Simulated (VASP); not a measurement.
# Pd (Fm-3m) in VASP: single point with PBE

Aim: the single point of Pd with PBE.

All numbers are computed with VASP 6.6.1; they aren't measurements. Logs are shortened: lines on timing, memory, paths and dates and some standing lists are left out, and cuts for length are marked.

### Step 1. The cell of the first run

Symmetry: Fm-3m, No. 225, cubic system. Conventional cell: a = 3.890 Å, b = 3.890 Å, c = 3.890 Å, α = 90.00°, β = 90.00°, γ = 90.00°. Pd (site symmetry m-3m) has 12 Pd at 2.75 Å within 3.6 Å.

### Step 2. Single point, PBE

Contents of INCAR:

```
ALGO = Normal
EDIFF = 1E-6
ENCUT = 520
GGA = PE
ISIF = 2
ISMEAR = 0
LASPH = T
LCHARG = F
LREAL = F
LWAVE = F
NBANDS = 11
NELM = 60
PREC = Accurate
SIGMA = 0.15
```

Contents of KPOINTS:

```
k-points
0
Gamma
  8 8 8
```

Contents of POSCAR:

```
Pd
1.0
    0.0000000000      1.9449000000      1.9449000000
    1.9449000000      0.0000000000      1.9449000000
    1.9449000000      1.9449000000      0.0000000000
Pd
1
Direct
    0.0000000000      0.0000000000      0.0000000000
```

Potentials or basis: VASP PAW PBE potentials, release 64 (Pd).

Started as:

```console
> cat potpaw_PBE.64/Pd/POTCAR > POTCAR
> mpirun -np 1 vasp_std > vasp.out
```

OUTCAR:

```text
EDIFF = 1E-6
   ENCUT = 520
   GGA = PE
   ISIF = 2
   ISMEAR = 0
   LASPH = T
   LREAL = F
   NELM = 60
   PREC = Accurate

 ion  position               nearest neighbor table
   1  0.000  0.000  0.000-

  LATTYP: Found a face centered cubic cell.
 ALAT       =     3.8898000000

  Lattice vectors:

 A1 = (   0.0000000000,   1.9449000000,   1.9449000000)
 A2 = (   1.9449000000,   0.0000000000,   1.9449000000)
 A3 = (   1.9449000000,   1.9449000000,   0.0000000000)

Analysis of symmetry for initial positions (statically):
=====================================================================
 Subroutine PRICEL returns:
 Original cell was already a primitive cell.

 Routine SETGRP: Setting up the symmetry group for a
 face centered cubic supercell.

 Subroutine GETGRP returns: Found 48 space group operations
 (whereof 48 operations were pure point group operations)
 out of a pool of 48 trial point group operations.

The static configuration has the point symmetry O_h .

Analysis of symmetry for dynamics (positions and initial velocities):
=====================================================================
 Subroutine PRICEL returns:
 Original cell was already a primitive cell.

 Routine SETGRP: Setting up the symmetry group for a
 face centered cubic supercell.

 Subroutine GETGRP returns: Found 48 space group operations
 (whereof 48 operations were pure point group operations)
 out of a pool of 48 trial point group operations.

The dynamic configuration has the point symmetry O_h .

 Subroutine INISYM returns: Found 48 space group operations
 (whereof 48 operations are pure point group operations),
 and found     1 'primitive' translations

----------------------------------------------------------------------------------------

                                     Primitive cell

  volume of cell :      14.7137

  direct lattice vectors                    reciprocal lattice vectors
     0.000000000  1.944900000  1.944900000    -0.257082626  0.257082626  0.257082626
     1.944900000  0.000000000  1.944900000     0.257082626 -0.257082626  0.257082626
     1.944900000  1.944900000  0.000000000     0.257082626  0.257082626 -0.257082626

  length of vectors
     2.750503957  2.750503957  2.750503957     0.445280171  0.445280171  0.445280171

  position of ions in fractional coordinates (direct lattice)
     0.000000000  0.000000000  0.000000000

  ion indices of the primitive-cell ions
   primitive index   ion index
                 1           1

----------------------------------------------------------------------------------------

 KPOINTS: k-points

Automatic generation of k-mesh.
 Grid dimensions read from file:
 generate k-points for:    8    8    8

 Generating k-lattice:

  Cartesian coordinates                     Fractional coordinates (reciprocal lattice)
    -0.032135328  0.032135328  0.032135328     0.125000000  0.000000000  0.000000000
     0.032135328 -0.032135328  0.032135328     0.000000000  0.125000000  0.000000000
     0.032135328  0.032135328 -0.032135328     0.000000000  0.000000000  0.125000000

  Length of vectors
     0.055660021  0.055660021  0.055660021

  Shift w.r.t. Gamma in fractional coordinates (k-lattice)
     0.000000000  0.000000000  0.000000000

 Subroutine IBZKPT returns following result:
 ===========================================

 Found     29 irreducible k-points:

 Following reciprocal coordinates:
            Coordinates               Weight
  0.000000  0.000000  0.000000      1.000000
  0.125000  0.000000  0.000000      8.000000
  0.250000  0.000000  0.000000      8.000000
  0.375000  0.000000  0.000000      8.000000
  0.500000  0.000000  0.000000      4.000000
  0.125000  0.125000  0.000000      6.000000
[... 16 lines left out ...]
  0.500000  0.250000  0.125000     48.000000
 -0.375000  0.250000  0.125000     24.000000
 [... further k-points ...]
   k-points           NKPTS =     29   k-points in BZ     NKDIM =     29   number of bands    NBANDS=     11
   number of dos      NEDOS =    301   number of ions     NIONS =      1
   total plane-waves  NPLWV =   8000
   dimension x,y,z NGX =    20 NGY =   20 NGZ =   20
   dimension x,y,z NGXF=    40 NGYF=   40 NGZF=   40
   ions per type =               1
   NGX,Y,Z   is equivalent  to a cutoff of  12.09, 12.09, 12.09 a.u.
   NGXF,Y,Z  is equivalent  to a cutoff of  24.18, 24.18, 24.18 a.u.
 SYSTEM =  unknown system
   PREC   = accura    normal or accurate (medium, high low for compatibility)
   ISTART =      0    job   : 0-new  1-cont  2-samecut
   ICHARG =      2    charge: 1-file 2-atom 10-const
   ISPIN  =      1    spin polarized calculation?
   LNONCOLLINEAR =      F non collinear calculations
   LSORBIT =      F    spin-orbit coupling
   LASPH  =      T    aspherical Exc in radial PAW
   ENCUT  =  520.0 eV  38.22 Ry    6.18 a.u.   5.11  5.11  5.11*2*pi/ulx,y,z
   NELM   =     60;   NELMIN=  2; NELMDL= -5     # of ELM steps
   EDIFF  = 0.1E-05   stopping-criterion for ELM
   LREAL  =      F    real-space projection
   EDIFFG = 0.1E-04   stopping-criterion for IOM
   NSW    =      0    number of steps for IOM
   IBRION =     -1    ionic relax: 0-MD 1-quasi-New 2-CG
   NFREE  =      0    steps in history (QN), initial steepest desc. (CG)
   ISIF   =      2    stress and relaxation
   ISYM   =      2    0-nonsym 1-usesym 2-fastsym
   POTIM  = 0.5000    time-step for ionic-motion
   TEBEG  =    0.0;   TEEND  =   0.0 temperature during run
   PSTRESS=    0.0 pullay stress
   NELECT =      10.0000    total number of electrons
   NUPDOWN=      -1.0000    fix difference up-down
   EMIN   =  10.00;   EMAX   =-10.00  energy-range for DOS
   EFERMI =   0.00;   METHOD = LEGACY
   ISMEAR =     0;   SIGMA  =   0.15  broadening in eV -4-tet -1-fermi 0-gaus
   EFERMI_NEDOS =   21; number of points for ismear=-14 and -15
   IALGO  =     38    algorithm
   IMIX   =      4    mixing-type and parameters
     AMIX     =   0.40;   BMIX     =  1.00
     AMIX_MAG =   1.60;   BMIX_MAG =  1.00
  volume/ion in A,a.u.               =      14.71        99.29
  Fermi-wavevector in a.u.,A,eV,Ry     =   1.439354  2.719984 28.187725  2.071739
  Thomas-Fermi vector in A             =   2.558219
   LORBIT       =      0    0 simple, 1 ext, 2 COOP (PROOUT), +10 PAW based schemes
   GGA     = PE    functional components
   LHFCALC =     F    Hartree Fock is set to
   AEXX    =    0.0000 exact exchange contribution
   IVDW    =     0    specifies the selected vdW correction
   LEPSILON=     F    determine dielectric tensor
   LRPA    =     F    only Hartree local field effects (RPA)
 non-spin polarized calculation
 Gauss-broadening in eV      SIGMA  =   0.15
  energy-cutoff  :      520.00
  volume of cell :       14.71
 maximum number of plane-waves:       415
   NGX = 11   NGY = 11   NGZ = 11

 number of electron      10.0000000 magnetization

 Free energy of the ion-electron system (eV)
  ---------------------------------------------------
  ext. energy  EPLUGINS =         0.00000000
  ---------------------------------------------------
  free energy    TOTEN  =        -5.19486124 eV

  energy without entropy =       -5.17077314  energy(sigma->0) =       -5.18281719

 E-fermi :   9.9271     XC(G=0): -13.1947

 val. band max:        9.9251953785   @ k =   0.5000   0.2500   0.0000
 cond. band min:      10.0179274168   @ k =   0.5000   0.3750   0.0000
 fundamental gap:      0.0927320383
 Fermi energy:         9.9270944021

 k-point     1 :       0.0000    0.0000    0.0000
  band No.  band energies     occupation
      1       2.6669      2.00000
      2       7.0061      2.00000
      3       7.0061      2.00000
      4       7.0061      2.00000
      5       8.6211      2.00000
      6       8.6211      2.00000
      7      27.0214      0.00000
      8      31.8070      0.00000
      9      31.8070      0.00000
     10      31.8070      0.00000
     11      36.1294      0.00000

 k-point     2 :       0.1250    0.0000    0.0000
  band No.  band energies     occupation
      1       3.2159      2.00000
      2       6.8356      2.00000
      3       7.1791      2.00000
      4       7.1791      2.00000
      5       8.5539      2.00000
      6       8.5539      2.00000
      7      27.4627      0.00000
      8      29.1108      0.00000
      9      32.4325      0.00000
     10      32.4325      0.00000
     11      36.4395      0.00000

 k-point     3 :       0.2500    0.0000    0.0000
  band No.  band energies     occupation
      1       4.3597      2.00000
      2       6.9683      2.00000
      3       7.2979      2.00000
      4       7.2979      2.00000
      5       8.7734      2.00000
      6       8.7734      2.00000
      7      24.3846      0.00000
      8      28.0718      0.00000
      9      33.5089      0.00000
     10      33.5089      0.00000
     11      35.6714      0.00000

 k-point     4 :       0.3750    0.0000    0.0000
  band No.  band energies     occupation
      1       4.6158      2.00000
      2       7.0784      2.00000
      3       7.0784      2.00000
      4       8.9493      2.00000
      5       9.4663      1.99999
      6       9.4663      1.99999
      7      19.8548      0.00000
      8      26.9317      0.00000
      9      31.9983      0.00000
     10      31.9983      0.00000
     11      36.3177      0.00000
[... 239 lines left out ...]
 k-point    22 :       0.3750    0.2500    0.1250
  band No.  band energies     occupation
      1       5.3606      2.00000
      2       5.9828      2.00000
      3       7.0460      2.00000
      4       8.2952      2.00000
      5       8.4793      2.00000
      6      10.1335      0.05161
      7      24.9265      0.00000
      8      25.7441      0.00000
      9      29.2029      0.00000
     10      31.8478      0.00000
     11      35.5534      0.00000

 k-point    23 :       0.5000    0.2500    0.1250
  band No.  band energies     occupation
      1       5.5285      2.00000
      2       6.3999      2.00000
      3       6.8159      2.00000
      4       8.1068      2.00000
      5       9.3307      2.00000
      6      12.3277      0.00000
      7      20.5653      0.00000
      8      25.0017      0.00000
      9      27.1892      0.00000
     10      31.9752      0.00000
     11      35.6860      0.00000

 k-point    24 :      -0.3750    0.2500    0.1250
  band No.  band energies     occupation
      1       5.4691      2.00000
      2       6.2044      2.00000
      3       7.4008      2.00000
      4       7.8728      2.00000
      5       9.6997      1.96798
      6      14.6997      0.00000
      7      17.2417      0.00000
      8      25.5152      0.00000
      9      25.8430      0.00000
     10      31.0419      0.00000
     11      36.2324      0.00000

 [... further k-points ...]
[... 5 lines left out ...]
  --------------------------------------------------------------------------------------
  -------------------------------------------------------------------------------------
  Total        0.7478781      0.7478781      0.7478781      0.0000000      0.0000000      0.0000000
  in kB       81.4365877     81.4365877     81.4365877      0.0000000      0.0000000      0.0000000
  external PRESSURE =      81.4365877 kB  Pullay stress =       0.0000000 kB

 VOLUME and BASIS-vectors are now :
 -----------------------------------------------------------------------------
  energy-cutoff  :      520.00
  volume of cell :       14.71
      direct lattice vectors                 reciprocal lattice vectors
     0.000000000  1.944900000  1.944900000    -0.257082626  0.257082626  0.257082626
     1.944900000  0.000000000  1.944900000     0.257082626 -0.257082626  0.257082626
     1.944900000  1.944900000  0.000000000     0.257082626  0.257082626 -0.257082626

 POSITION                                       TOTAL-FORCE (eV/Angst)
 -----------------------------------------------------------------------------------
      0.00000      0.00000      0.00000        -0.000000      0.000000     -0.000000
 -----------------------------------------------------------------------------------
    total drift:                                0.000000      0.000000      0.000000

  FREE ENERGIE OF THE ION-ELECTRON SYSTEM (eV)
  ---------------------------------------------------
  free  energy   TOTEN  =        -5.1948612405 eV

  energy  without entropy=       -5.1707731434  energy(sigma->0) =       -5.18281719
```

It took 4 s on 1 thread of Intel Xeon Platinum 8259CL at 2.50GHz (Skylake/Cascade Lake), shared host; peak memory 0.12 GiB.

Results:

```
Free energy            : -5.1949 eV
Pressure               : 8.1 GPa
Band gap on the k mesh : zero (band 5 reaches 10.16 eV, above the bottom of band 6 at 8.55 eV)
```
